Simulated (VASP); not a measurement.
# TaV (Pm-3m) in VASP: single point with PBE

Aim: the single point of TaV with PBE.

All numbers are computed with VASP 6.6.1; they aren't measurements. Logs are shortened: lines on timing, memory, paths and dates and some standing lists are left out, and cuts for length are marked.

**1. The cell of the first run**

The structure is cubic, space group Pm-3m (No. 221). The conventional cell has a = 3.169 Å, b = 3.169 Å, c = 3.169 Å, α = 90.00°, β = 90.00°, γ = 90.00°. Within 3.6 Å of Ta (site symmetry m-3m) lie 8 V at 2.74 Å and 6 Ta at 3.17 Å. V (site symmetry m-3m) has 8 Ta at 2.74 Å and 6 V at 3.17 Å within 3.6 Å.

**2. Single point, PBE, collinear spin, ferromagnetic start**

Input file INCAR:

```
  PREC = Accurate
  ENCUT = 520
  EDIFF = 1E-6
  ISMEAR = 0
  SIGMA = 0.05
  LREAL = False
  LASPH = True
  NELM = 150
  ALGO = Normal
  ISIF = 2
  LWAVE = False
  LCHARG = False
  ISPIN = 2
  MAGMOM = 0 1.5
  LORBIT = 11
  LMAXMIX = 4
  GGA = PE
  NBANDS = 23
```

Input file KPOINTS:

```
regular mesh
0
Gamma
  8 8 8
```

Input file POSCAR:

```
TaV
1.0
    3.1689881864      0.0000000000      0.0000000000
    0.0000000000      3.1689881864      0.0000000000
    0.0000000000      0.0000000000      3.1689881864
Ta V
1 1
Direct
    0.0000000000      0.0000000000      0.0000000000
    0.5000000000      0.5000000000      0.5000000000
```

Potentials or basis: VASP PAW PBE potentials, release 64 (Ta_pv, V_sv).

Started as:

```console
> cat potpaw_PBE.64/Ta_pv/POTCAR potpaw_PBE.64/V_sv/POTCAR > POTCAR
> mpirun -np 1 vasp_std > vasp.out
```

OUTCAR:

```text
PREC = Accurate
   ENCUT = 520
   EDIFF = 1E-6
   ISMEAR = 0
   LREAL = False
   LASPH = True
   NELM = 150
   ISIF = 2
   ISPIN = 2
   LORBIT = 11
   GGA = PE

 ion  position               nearest neighbor table
   1  0.000  0.000  0.000-   2 2.74   2 2.74   2 2.74   2 2.74   2 2.74   2 2.74   2 2.74   2 2.74

   2  0.500  0.500  0.500-   1 2.74   1 2.74   1 2.74   1 2.74   1 2.74   1 2.74   1 2.74   1 2.74

  LATTYP: Found a simple cubic cell.
 ALAT       =     3.1689881864

  Lattice vectors:

 A1 = (   3.1689881864,   0.0000000000,   0.0000000000)
 A2 = (   0.0000000000,   3.1689881864,   0.0000000000)
 A3 = (   0.0000000000,   0.0000000000,   3.1689881864)

Analysis of symmetry for initial positions (statically):
=====================================================================
 Subroutine PRICEL returns:
 Original cell was already a primitive cell.

 Routine SETGRP: Setting up the symmetry group for a
 simple cubic supercell.

 Subroutine GETGRP returns: Found 48 space group operations
 (whereof 48 operations were pure point group operations)
 out of a pool of 48 trial point group operations.

The static configuration has the point symmetry O_h .

Analysis of symmetry for dynamics (positions and initial velocities):
=====================================================================
 Subroutine PRICEL returns:
 Original cell was already a primitive cell.

 Routine SETGRP: Setting up the symmetry group for a
 simple cubic supercell.

 Subroutine GETGRP returns: Found 48 space group operations
 (whereof 48 operations were pure point group operations)
 out of a pool of 48 trial point group operations.

The dynamic configuration has the point symmetry O_h .

Analysis of structural, dynamic, and magnetic symmetry:
=====================================================================
 Subroutine PRICEL returns:
 Original cell was already a primitive cell.

 Routine SETGRP: Setting up the symmetry group for a
 simple cubic supercell.

 Subroutine GETGRP returns: Found 48 space group operations
 (whereof 48 operations were pure point group operations)
 out of a pool of 48 trial point group operations.

The overall configuration has the point symmetry O_h .

 Subroutine INISYM returns: Found 48 space group operations
 (whereof 48 operations are pure point group operations),
 and found     1 'primitive' translations

----------------------------------------------------------------------------------------

                                     Primitive cell

  volume of cell :      31.8245

  direct lattice vectors                    reciprocal lattice vectors
     3.168988186  0.000000000  0.000000000     0.315558134  0.000000000  0.000000000
     0.000000000  3.168988186  0.000000000     0.000000000  0.315558134  0.000000000
     0.000000000  0.000000000  3.168988186     0.000000000  0.000000000  0.315558134

  length of vectors
     3.168988186  3.168988186  3.168988186     0.315558134  0.315558134  0.315558134

  position of ions in fractional coordinates (direct lattice)
     0.000000000  0.000000000  0.000000000
     0.500000000  0.500000000  0.500000000

  ion indices of the primitive-cell ions
   primitive index   ion index
                 1           1
                 2           2

----------------------------------------------------------------------------------------

 KPOINTS: regular mesh

Automatic generation of k-mesh.
 Grid dimensions read from file:
 generate k-points for:    8    8    8

 Generating k-lattice:

  Cartesian coordinates                     Fractional coordinates (reciprocal lattice)
     0.039444767  0.000000000  0.000000000     0.125000000  0.000000000  0.000000000
     0.000000000  0.039444767  0.000000000     0.000000000  0.125000000  0.000000000
     0.000000000  0.000000000  0.039444767     0.000000000  0.000000000  0.125000000

  Length of vectors
     0.039444767  0.039444767  0.039444767

  Shift w.r.t. Gamma in fractional coordinates (k-lattice)
     0.000000000  0.000000000  0.000000000

 Subroutine IBZKPT returns following result:
 ===========================================

 Found     35 irreducible k-points:

 Following reciprocal coordinates:
            Coordinates               Weight
  0.000000  0.000000  0.000000      1.000000
  0.125000  0.000000  0.000000      6.000000
  0.250000  0.000000  0.000000      6.000000
  0.375000  0.000000  0.000000      6.000000
  0.500000  0.000000  0.000000      3.000000
  0.125000  0.125000  0.000000     12.000000
[... 16 lines left out ...]
  0.375000  0.375000  0.125000     24.000000
  0.500000  0.375000  0.125000     24.000000
 [... further k-points ...]
   k-points           NKPTS =     35   k-points in BZ     NKDIM =     35   number of bands    NBANDS=     23
   number of dos      NEDOS =    301   number of ions     NIONS =      2
   total plane-waves  NPLWV =  13824
   dimension x,y,z NGX =    24 NGY =   24 NGZ =   24
   dimension x,y,z NGXF=    48 NGYF=   48 NGZF=   48
   ions per type =               1   1
   NGX,Y,Z   is equivalent  to a cutoff of  12.59, 12.59, 12.59 a.u.
   NGXF,Y,Z  is equivalent  to a cutoff of  25.18, 25.18, 25.18 a.u.
 SYSTEM =  unknown system
   PREC   = accura    normal or accurate (medium, high low for compatibility)
   ISTART =      0    job   : 0-new  1-cont  2-samecut
   ICHARG =      2    charge: 1-file 2-atom 10-const
   ISPIN  =      2    spin polarized calculation?
   LNONCOLLINEAR =      F non collinear calculations
   LSORBIT =      F    spin-orbit coupling
   LASPH  =      T    aspherical Exc in radial PAW
   ENCUT  =  520.0 eV  38.22 Ry    6.18 a.u.   5.89  5.89  5.89*2*pi/ulx,y,z
   NELM   =    150;   NELMIN=  2; NELMDL= -5     # of ELM steps
   EDIFF  = 0.1E-05   stopping-criterion for ELM
   LREAL  =      F    real-space projection
   EDIFFG = 0.1E-04   stopping-criterion for IOM
   NSW    =      0    number of steps for IOM
   IBRION =     -1    ionic relax: 0-MD 1-quasi-New 2-CG
   NFREE  =      0    steps in history (QN), initial steepest desc. (CG)
   ISIF   =      2    stress and relaxation
   ISYM   =      2    0-nonsym 1-usesym 2-fastsym
   POTIM  = 0.5000    time-step for ionic-motion
   TEBEG  =    0.0;   TEEND  =   0.0 temperature during run
   PSTRESS=    0.0 pullay stress
   NELECT =      24.0000    total number of electrons
   NUPDOWN=      -1.0000    fix difference up-down
   EMIN   =  10.00;   EMAX   =-10.00  energy-range for DOS
   EFERMI =   0.00;   METHOD = LEGACY
   ISMEAR =     0;   SIGMA  =   0.05  broadening in eV -4-tet -1-fermi 0-gaus
   EFERMI_NEDOS =   21; number of points for ismear=-14 and -15
   IALGO  =     38    algorithm
   IMIX   =      4    mixing-type and parameters
     AMIX     =   0.40;   BMIX     =  1.00
     AMIX_MAG =   1.60;   BMIX_MAG =  1.00
  volume/ion in A,a.u.               =      15.91       107.38
  Fermi-wavevector in a.u.,A,eV,Ry     =   1.490132  2.815940 30.211630  2.220492
  Thomas-Fermi vector in A             =   2.602952
   LORBIT       =     11    0 simple, 1 ext, 2 COOP (PROOUT), +10 PAW based schemes
   GGA     = PE    functional components
   LHFCALC =     F    Hartree Fock is set to
   AEXX    =    0.0000 exact exchange contribution
   IVDW    =     0    specifies the selected vdW correction
   LEPSILON=     F    determine dielectric tensor
   LRPA    =     F    only Hartree local field effects (RPA)
 spin polarized calculation
 Gauss-broadening in eV      SIGMA  =   0.05
  energy-cutoff  :      520.00
  volume of cell :       31.82
 maximum number of plane-waves:       876
 NGX is ok and might be reduce to    24
   NGX = 11   NGY = 11   NGZ = 11

 number of electron      24.0000008 magnetization       0.0936421

 number of electron      24.0000008 magnetization      -0.0556465

 Free energy of the ion-electron system (eV)
  ---------------------------------------------------
  ext. energy  EPLUGINS =         0.00000000
  ---------------------------------------------------
  free energy    TOTEN  =       -20.75516890 eV

  energy without entropy =      -20.75010027  energy(sigma->0) =      -20.75263459

 E-fermi :   7.2064     XC(G=0): -12.6829

 val. band max:        7.1742589654   @ k =   0.2500   0.2500   0.1250
 cond. band min:       7.2135482918   @ k =   0.2500   0.1250   0.0000
 fundamental gap:      0.0392893264
 Fermi energy:         7.2063601135

 spin component 1

 k-point     1 :       0.0000    0.0000    0.0000
  band No.  band energies     occupation
      1     -56.3180      1.00000
      2     -30.1607      1.00000
      3     -30.1607      1.00000
      4     -30.1607      1.00000
      5     -26.2505      1.00000
      6     -26.2505      1.00000
[... 15 lines left out ...]
     22      21.8127      0.00000
     23      24.5112      0.00000
[... 575 lines left out ...]
      1     -56.3031      1.00000
      2     -30.2627      1.00000
      3     -30.2473      1.00000
      4     -30.1364      1.00000
      5     -26.5128      1.00000
      6     -26.4660      1.00000
[... 15 lines left out ...]
     22      21.0732      0.00000
     23      21.8220      0.00000

 [... further k-points ...]

 spin component 2

 k-point     1 :       0.0000    0.0000    0.0000
  band No.  band energies     occupation
      1     -56.3514      1.00000
      2     -30.1935      1.00000
      3     -30.1935      1.00000
      4     -30.1935      1.00000
      5     -26.2550      1.00000
      6     -26.2550      1.00000
[... 15 lines left out ...]
     22      21.8077      0.00000
     23      24.4955      0.00000
[... 575 lines left out ...]
      1     -56.3365      1.00000
      2     -30.2953      1.00000
      3     -30.2799      1.00000
      4     -30.1695      1.00000
      5     -26.5174      1.00000
      6     -26.4707      1.00000
[... 15 lines left out ...]
     22      21.0592      0.00000
     23      21.8170      0.00000

 [... further k-points ...]
[... 5 lines left out ...]
  --------------------------------------------------------------------------------------
  -------------------------------------------------------------------------------------
  Total        0.1382204      0.1382204      0.1382204      0.0000000      0.0000000     -0.0000000
  in kB        6.9585834      6.9585834      6.9585834      0.0000000      0.0000000     -0.0000000
  external PRESSURE =       6.9585834 kB  Pullay stress =       0.0000000 kB

 VOLUME and BASIS-vectors are now :
 -----------------------------------------------------------------------------
  energy-cutoff  :      520.00
  volume of cell :       31.82
      direct lattice vectors                 reciprocal lattice vectors
     3.168988186  0.000000000  0.000000000     0.315558134  0.000000000  0.000000000
     0.000000000  3.168988186  0.000000000     0.000000000  0.315558134  0.000000000
     0.000000000  0.000000000  3.168988186     0.000000000  0.000000000  0.315558134

 POSITION                                       TOTAL-FORCE (eV/Angst)
 -----------------------------------------------------------------------------------
      0.00000      0.00000      0.00000         0.000000      0.000000      0.000000
      1.58449      1.58449      1.58449         0.000000      0.000000      0.000000
 -----------------------------------------------------------------------------------
    total drift:                                0.000000      0.000000     -0.000000

  FREE ENERGIE OF THE ION-ELECTRON SYSTEM (eV)
  ---------------------------------------------------
  free  energy   TOTEN  =       -20.7551689016 eV

  energy  without entropy=      -20.7501002731  energy(sigma->0) =      -20.75263459

 total charge

# of ion       s       p       d       tot
------------------------------------------
    1        0.388   6.172   2.358   8.918
    2        2.318   6.208   3.100  11.626
--------------------------------------------------
tot          2.706  12.380   5.458  20.544

 magnetization (x)

# of ion       s       p       d       tot
------------------------------------------
    1       -0.000  -0.001  -0.006  -0.007
    2       -0.001  -0.001  -0.033  -0.034
--------------------------------------------------
tot         -0.001  -0.002  -0.039  -0.041
```

Wall time 43 s (1 thread of AMD EPYC 9R45 (Zen 5), shared host); peak memory 0.15 GiB.

What came out:

* Free energy: -20.7552 eV
* Pressure: 0.7 GPa
* Net moment: -0.06 μB per cell
* Site moments: Ta -0.01; V -0.03 μB
* Valence electrons inside the program's atomic spheres: Ta 8.92; V 11.63

Caveat: spin-orbit coupling is left out, which moves the levels of the heavy elements.
